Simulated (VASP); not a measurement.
# SiNi2 (P-6m2) in VASP: single point with PBEsol

Aim: the single point of SiNi2 with PBEsol.

Everything below comes from runs of VASP 6.6.1. Logs are shortened: lines on timing, memory, paths and dates and some standing lists are left out, and cuts for length are marked.

## 1. The cell of the first run

Symmetry: P-6m2, No. 187, hexagonal system. Conventional cell: a = 3.868 Å, b = 3.868 Å, c = 4.917 Å, α = 90.00°, β = 90.00°, γ = 120.00°. Si (site symmetry -6m2) has 11 Ni at 2.23 to 2.71 Å within 3.0 Å. Within 3.0 Å of Si (site symmetry -6m2) lie 11 Ni at 2.23 to 2.46 Å. Ni (site symmetry 3m) has 4 Ni at 1.86 to 2.42 Å and 3 Si at 2.42 Å within 2.5 Å. Ni (site symmetry -6m2) has 5 Si at 2.23 to 2.46 Å and 6 Ni at 2.42 Å within 3.0 Å. Within 3.0 Å of Ni (site symmetry -6m2) lie 5 Si at 2.23 to 2.46 Å and 6 Ni at 2.71 Å.

## 2. Single point, PBEsol (atoms displaced along a vibrational mode)

INCAR reads:

```
SYSTEM = SiNi2
PREC     = Accurate       ! precision mode
ENCUT    = 690            ! plane-wave cutoff, eV
EDIFF    = 1E-6           ! SCF threshold, eV
ISMEAR   = 0              ! smearing method
SIGMA    = 0.15           ! smearing width, eV
LREAL    = .False.        ! projectors in reciprocal space
LASPH    = .True.         ! aspherical terms in the spheres
NELM     = 120            ! most SCF steps
ALGO     = Normal         ! electronic algorithm
ISIF     = 2              ! what is computed and relaxed
LWAVE    = .False.        ! write WAVECAR
LCHARG   = .False.        ! write CHGCAR
GGA      = PS             ! functional
NBANDS   = 49             ! bands
GGA_COMPAT= .False.
```

KPOINTS reads:

```
regular mesh
0
Gamma
  12 12 10
  0 0 0
```

POSCAR reads:

```
SiNi2
1.0
    3.8684636248      0.0000000000      0.0000000000
   -1.9342318124      3.3501877727      0.0000000000
    0.0000000000      0.0000000000      4.9169852794
Si Ni
2 4
Direct
    0.3333333333      0.6666666667      0.7500000000
    0.6666666667      0.3333333333      0.2500000000
    0.0000000000      0.0000000000      0.0610129954
    0.0000000000      0.0000000000      0.4389870046
    0.3333333333      0.6666666667      0.2500000000
    0.6666666667      0.3333333333      0.7500000000
```

Potentials or basis: VASP PAW PBE potentials, release 64 (Si, Ni_sv_GW).

The run is started by

```sh
cat potpaw_PBE.64/Si/POTCAR potpaw_PBE.64/Ni_sv_GW/POTCAR > POTCAR
mpirun -np 1 vasp_std > vasp.out
```

OUTCAR:

```text
SYSTEM = SiNi2
   PREC = Accurate
   ENCUT = 690
   EDIFF = 1E-6
   ISMEAR = 0
   LREAL = .False.
   LASPH = .True.
   NELM = 120
   ISIF = 2
   GGA = PS

 ion  position               nearest neighbor table
   1  0.333  0.667  0.750-   6 2.23   6 2.23   6 2.23   5 2.46   5 2.46   3 2.71   4 2.71   4 2.71
                             3 2.71   4 2.71   3 2.71
   2  0.667  0.333  0.250-   5 2.23   5 2.23   5 2.23   3 2.42   4 2.42   3 2.42   4 2.42   3 2.42
                             4 2.42   6 2.46   6 2.46
   3  0.000  0.000  0.061-   4 1.86   2 2.42   5 2.42   2 2.42   5 2.42   2 2.42   5 2.42   1 2.71
                             1 2.71   1 2.71
   4  0.000  0.000  0.439-   3 1.86   2 2.42   5 2.42   2 2.42   5 2.42   2 2.42   5 2.42   1 2.71
                             1 2.71   1 2.71
   5  0.333  0.667  0.250-   2 2.23   2 2.23   2 2.23   4 2.42   3 2.42   4 2.42   3 2.42   4 2.42
                             3 2.42   1 2.46   1 2.46
   6  0.667  0.333  0.750-   1 2.23   1 2.23   1 2.23   2 2.46   2 2.46

  LATTYP: Found a hexagonal cell.
 ALAT       =     3.8684636248
 C/A-ratio  =     1.2710434313

  Lattice vectors:

 A1 = (   3.8684636248,   0.0000000000,   0.0000000000)
 A2 = (  -1.9342318124,   3.3501877727,   0.0000000000)
 A3 = (   0.0000000000,   0.0000000000,   4.9169852794)

Analysis of symmetry for initial positions (statically):
=====================================================================
 Subroutine PRICEL returns:
 Original cell was already a primitive cell.

 Routine SETGRP: Setting up the symmetry group for a
 hexagonal supercell.

 Subroutine GETGRP returns: Found 12 space group operations
 (whereof  6 operations were pure point group operations)
 out of a pool of 24 trial point group operations.

The static configuration has the point symmetry C_3v.
 The point group associated with its full space group is D_3h.

Analysis of symmetry for dynamics (positions and initial velocities):
=====================================================================
 Subroutine PRICEL returns:
 Original cell was already a primitive cell.

 Routine SETGRP: Setting up the symmetry group for a
 hexagonal supercell.

 Subroutine GETGRP returns: Found 12 space group operations
 (whereof  6 operations were pure point group operations)
 out of a pool of 24 trial point group operations.

The dynamic configuration has the point symmetry C_3v.
 The point group associated with its full space group is D_3h.

 Subroutine INISYM returns: Found 12 space group operations
 (whereof  6 operations are pure point group operations),
 and found     1 'primitive' translations

----------------------------------------------------------------------------------------

                                     Primitive cell

  volume of cell :      63.7245

  direct lattice vectors                    reciprocal lattice vectors
     3.868463625  0.000000000  0.000000000     0.258500557  0.149245366  0.000000000
    -1.934231812  3.350187773  0.000000000     0.000000000  0.298490732  0.000000000
     0.000000000  0.000000000  4.916985279     0.000000000  0.000000000  0.203376651

  length of vectors
     3.868463625  3.868463625  4.916985279     0.298490732  0.298490732  0.203376651

  position of ions in fractional coordinates (direct lattice)
     0.333333333  0.666666667  0.750000000
     0.666666667  0.333333333  0.250000000
     0.000000000  0.000000000  0.061012995
     0.000000000  0.000000000  0.438987005
     0.333333333  0.666666667  0.250000000
     0.666666667  0.333333333  0.750000000

  ion indices of the primitive-cell ions
   primitive index   ion index
                 1           1
                 2           2
                 3           3
                 4           4
                 5           5
                 6           6

----------------------------------------------------------------------------------------

 KPOINTS: regular mesh

Automatic generation of k-mesh.
 Grid dimensions read from file:
 generate k-points for:   12   12   10

 Generating k-lattice:

  Cartesian coordinates                     Fractional coordinates (reciprocal lattice)
     0.021541713  0.012437114  0.000000000     0.083333333  0.000000000  0.000000000
     0.000000000  0.024874228  0.000000000     0.000000000  0.083333333  0.000000000
     0.000000000  0.000000000  0.020337665     0.000000000  0.000000000  0.100000000

  Length of vectors
     0.024874228  0.024874228  0.020337665

  Shift w.r.t. Gamma in fractional coordinates (k-lattice)
     0.000000000  0.000000000  0.000000000

 Subroutine IBZKPT returns following result:
 ===========================================

 Found    114 irreducible k-points:

 Following reciprocal coordinates:
            Coordinates               Weight
  0.000000  0.000000  0.000000      1.000000
  0.083333  0.000000  0.000000      6.000000
  0.166667  0.000000  0.000000      6.000000
  0.250000  0.000000  0.000000      6.000000
  0.333333  0.000000  0.000000      6.000000
  0.416667  0.000000  0.000000      6.000000
[... 16 lines left out ...]
  0.250000  0.000000  0.100000     12.000000
  0.333333  0.000000  0.100000     12.000000
 [... further k-points ...]
   k-points           NKPTS =    114   k-points in BZ     NKDIM =    114   number of bands    NBANDS=     49
   number of dos      NEDOS =    301   number of ions     NIONS =      6
   total plane-waves  NPLWV =  54432
   dimension x,y,z NGX =    36 NGY =   36 NGZ =   42
   dimension x,y,z NGXF=    72 NGYF=   72 NGZF=   84
   ions per type =               2   4
   NGX,Y,Z   is equivalent  to a cutoff of  15.47, 15.47, 14.20 a.u.
   NGXF,Y,Z  is equivalent  to a cutoff of  30.94, 30.94, 28.40 a.u.
 SYSTEM =  SiNi2
   PREC   = accura    normal or accurate (medium, high low for compatibility)
   ISTART =      0    job   : 0-new  1-cont  2-samecut
   ICHARG =      2    charge: 1-file 2-atom 10-const
   ISPIN  =      1    spin polarized calculation?
   LNONCOLLINEAR =      F non collinear calculations
   LSORBIT =      F    spin-orbit coupling
   LASPH  =      T    aspherical Exc in radial PAW
   ENCUT  =  690.0 eV  50.71 Ry    7.12 a.u.   8.29  8.29 10.53*2*pi/ulx,y,z
   NELM   =    120;   NELMIN=  2; NELMDL= -5     # of ELM steps
   EDIFF  = 0.1E-05   stopping-criterion for ELM
   LREAL  =      F    real-space projection
   EDIFFG = 0.1E-04   stopping-criterion for IOM
   NSW    =      0    number of steps for IOM
   IBRION =     -1    ionic relax: 0-MD 1-quasi-New 2-CG
   NFREE  =      0    steps in history (QN), initial steepest desc. (CG)
   ISIF   =      2    stress and relaxation
   ISYM   =      2    0-nonsym 1-usesym 2-fastsym
   POTIM  = 0.5000    time-step for ionic-motion
   TEBEG  =    0.0;   TEEND  =   0.0 temperature during run
   PSTRESS=    0.0 pullay stress
   NELECT =      80.0000    total number of electrons
   NUPDOWN=      -1.0000    fix difference up-down
   EMIN   =  10.00;   EMAX   =-10.00  energy-range for DOS
   EFERMI =   0.00;   METHOD = LEGACY
   ISMEAR =     0;   SIGMA  =   0.15  broadening in eV -4-tet -1-fermi 0-gaus
   EFERMI_NEDOS =   21; number of points for ismear=-14 and -15
   IALGO  =     38    algorithm
   IMIX   =      4    mixing-type and parameters
     AMIX     =   0.40;   BMIX     =  1.00
     AMIX_MAG =   1.60;   BMIX_MAG =  1.00
  volume/ion in A,a.u.               =      10.62        71.67
  Fermi-wavevector in a.u.,A,eV,Ry     =   1.766049  3.337348 42.435584  3.118927
  Thomas-Fermi vector in A             =   2.833709
   LORBIT       =      0    0 simple, 1 ext, 2 COOP (PROOUT), +10 PAW based schemes
   GGA     = PS    functional components
   LHFCALC =     F    Hartree Fock is set to
   AEXX    =    0.0000 exact exchange contribution
   IVDW    =     0    specifies the selected vdW correction
   LEPSILON=     F    determine dielectric tensor
   LRPA    =     F    only Hartree local field effects (RPA)
 non-spin polarized calculation
 Gauss-broadening in eV      SIGMA  =   0.15
  energy-cutoff  :      690.00
  volume of cell :       63.72
 maximum number of plane-waves:      2667
 NGX is ok and might be reduce to    36
   NGX = 17   NGY = 17   NGZ = 21

 number of electron      79.9999950 magnetization

 Free energy of the ion-electron system (eV)
  ---------------------------------------------------
  ext. energy  EPLUGINS =         0.00000000
  ---------------------------------------------------
  free energy    TOTEN  =       -40.65604561 eV

  energy without entropy =      -40.61250900  energy(sigma->0) =      -40.63427730

 E-fermi :  10.4702     XC(G=0): -13.5979

 val. band max:       10.4695903683   @ k =   0.3333   0.0000   0.1000
 cond. band min:      10.4726906952   @ k =   0.2500   0.2500   0.3000
 fundamental gap:      0.0031003269
 Fermi energy:        10.4701831801

 k-point     1 :       0.0000    0.0000    0.0000
  band No.  band energies     occupation
      1     -92.9373      2.00000
      2     -92.8883      2.00000
      3     -92.8419      2.00000
      4     -92.7434      2.00000
      5     -54.0914      2.00000
      6     -53.5216      2.00000
[... 41 lines left out ...]
     48      15.9784      0.00000
     49      19.1472      0.00000

 k-point     2 :       0.0833    0.0000    0.0000
  band No.  band energies     occupation
      1     -92.9367      2.00000
      2     -92.8888      2.00000
      3     -92.8418      2.00000
      4     -92.7432      2.00000
      5     -54.0916      2.00000
      6     -53.5224      2.00000
[... 41 lines left out ...]
     48      16.5062      0.00000
     49      18.3053      0.00000

 k-point     3 :       0.1667    0.0000    0.0000
  band No.  band energies     occupation
      1     -92.9355      2.00000
      2     -92.8898      2.00000
      3     -92.8417      2.00000
      4     -92.7431      2.00000
      5     -54.0922      2.00000
      6     -53.5243      2.00000
[... 1081 lines left out ...]
     48      17.0404      0.00000
     49      18.1725      0.00000

 k-point    24 :       0.3333    0.0000    0.1000
  band No.  band energies     occupation
      1     -92.9318      2.00000
      2     -92.8933      2.00000
      3     -92.8417      2.00000
      4     -92.7430      2.00000
      5     -54.0936      2.00000
      6     -53.5293      2.00000
[... 41 lines left out ...]
     48      17.4809      0.00000
     49      18.7493      0.00000

 [... further k-points ...]

------------------------ aborting loop because EDIFF is reached ----------------------------------------

  FORCE on cell =-STRESS in cart. coord.  units (eV):
  Direction    XX          YY          ZZ          XY          YZ          ZX
  --------------------------------------------------------------------------------------
  -------------------------------------------------------------------------------------
  Total        3.2408250      3.2408250     15.5042384      0.0000000      0.0000000      0.0000000
  in kB       81.4816076     81.4816076    389.8113174      0.0000000      0.0000000      0.0000000
  external PRESSURE =     184.2581775 kB  Pullay stress =       0.0000000 kB

 VOLUME and BASIS-vectors are now :
 -----------------------------------------------------------------------------
  energy-cutoff  :      690.00
  volume of cell :       63.72
      direct lattice vectors                 reciprocal lattice vectors
     3.868463625  0.000000000  0.000000000     0.258500557  0.149245366  0.000000000
    -1.934231812  3.350187773  0.000000000     0.000000000  0.298490732  0.000000000
     0.000000000  0.000000000  4.916985279     0.000000000  0.000000000  0.203376651

 POSITION                                       TOTAL-FORCE (eV/Angst)
 -----------------------------------------------------------------------------------
     -0.00000      2.23346      3.68774         0.000000     -0.000000      0.000000
      1.93423      1.11673      1.22925        -0.000000      0.000000      0.000000
      0.00000      0.00000      0.30000        -0.000000     -0.000000    -11.692942
      0.00000      0.00000      2.15849        -0.000000     -0.000000     11.692942
     -0.00000      2.23346      1.22925         0.000000     -0.000000      0.000000
      1.93423      1.11673      3.68774         0.000000      0.000000      0.000000
 -----------------------------------------------------------------------------------
    total drift:                                0.000000     -0.000000      0.000000

  FREE ENERGIE OF THE ION-ELECTRON SYSTEM (eV)
  ---------------------------------------------------
  free  energy   TOTEN  =       -40.6560456100 eV

  energy  without entropy=      -40.6125089989  energy(sigma->0) =      -40.63427730
```

Run time: 11 min. Hardware: 1 thread of Intel Xeon Platinum 8488C (Sapphire Rapids), shared host; peak memory 0.56 GiB.

What came out:

```
Free energy            : -40.6560 eV
Pressure               : 18.4 GPa
Largest force          : 11.693 eV/Å
Band gap on the k mesh : zero (bands 40 and 41 overlap by 3.14 eV)
```

Forces in eV/Å, atoms in the order of the input:
```
Si    0.000   0.000   0.000
Si    0.000   0.000   0.000
Ni    0.000   0.000 -11.693
Ni    0.000   0.000  11.693
Ni    0.000   0.000   0.000
Ni    0.000   0.000   0.000
```

Caveat: the cell differs from its parent crystal (atoms displaced along a vibrational mode); the stress differs along the axes, from 8 to 39 GPa; the PAW data sets were made with another functional, which shifts forces and pressure a little. Spin polarisation is off, so any magnetic state and its effect on volume and gap are missing.
